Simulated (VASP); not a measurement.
Input of a VASP 6.6.1 run:

The input INCAR:

```
SYSTEM = SiC
  PREC = Accurate
  ENCUT = 600
  EDIFF = 1E-6
  ISMEAR = 0
  SIGMA = 0.02
  LREAL = .False.
  LASPH = .True.
  NELM = 120
  ALGO = Normal
  ISIF = 2
  LWAVE = .False.
  LCHARG = .False.
  GGA = PE
  NBANDS = 26
  GGA_COMPAT = .False.
```

KPOINTS

```
Automatic mesh
0
Gamma
  12 12 4
  0 0 0
```

File POSCAR:

```
SiC
1.0
    3.0940652517      0.0000000000      0.0000000000
   -1.5470326258      2.6795391090      0.0000000000
    0.0000000000      0.0000000000     10.1291708101
Si C
4 4
Direct
    0.6666666667      0.3333333333      0.9378436843
    0.3333333333      0.6666666667      0.4378436843
    0.0000000000      0.0000000000      0.6878989045
    0.0000000000      0.0000000000      0.1878989045
    0.6666666667      0.3333333333      0.7498087506
    0.3333333333      0.6666666667      0.2498087506
    0.0000000000      0.0000000000      0.5004476606
    0.0000000000      0.0000000000      0.0004476606
```

Potentials or basis: VASP PAW PBE potentials, release 64 (Si, C).

The run is started by

```sh
$ cat potpaw_PBE.64/Si/POTCAR potpaw_PBE.64/C/POTCAR > POTCAR
$ mpirun -np 1 vasp_std > vasp.out
```

Estimate the pressure.

-0.2 GPa.

Predict the band gap on the k mesh.

2.22 eV, indirect (least direct gap 3.34 eV).

A k mesh can miss the band edges.
